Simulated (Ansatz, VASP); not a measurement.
## One calculation of MgH2Ir2, two programs

```xyz
5
Lattice="2.8149 0.0000 0.0000 -1.4074 2.4377 0.0000 0.0000 0.0000 7.9898" Properties=species:S:1:pos:R:3 pbc="T T T"
Mg    0.0000    0.0000    3.9949
H     0.0000    1.6252    0.0000
H     1.4074    0.8126    0.0000
Ir    0.0000    0.0000    6.5455
Ir    0.0000    0.0000    1.4443
```

Alike in both runs: functional PBE; k mesh 6 × 6 × 4; occupations gaussian, width 0.1 eV; no spin polarisation.

Ansatz relaxed the structure, and its values are those at the end. VASP's run is a single point on that final structure, the one shown.

```csv
,VASP,Ansatz
version,VASP 6.6.1,Ansatz 0.2.0
potentials or method,"VASP PAW PBE potentials, release 64 (Mg, H, Ir), cutoff 520 eV","scalar-relativistic, plane waves, PAW"
valence electrons in the cell,22,46
```

|  | VASP | Ansatz | Ansatz less VASP |
| --- | --- | --- | --- |
| gap on the k mesh at the Fermi level (eV) | none | none | - |
| pressure (GPa) | 0.2 | 0.0 | -0.16 |
| rms of the force components (eV/Å) | 0.014 | 0.003 | -0.0109 |

A gap of «none» marks a metal or a gap that the smearing closes. VASP's potentials hold 22 valence electrons a cell and Ansatz's 46, so a difference there can come from the potentials and not from the codes.

The k mesh is coarse, so the values compare programs but aren't converged. Neither program's run includes spin-orbit coupling.
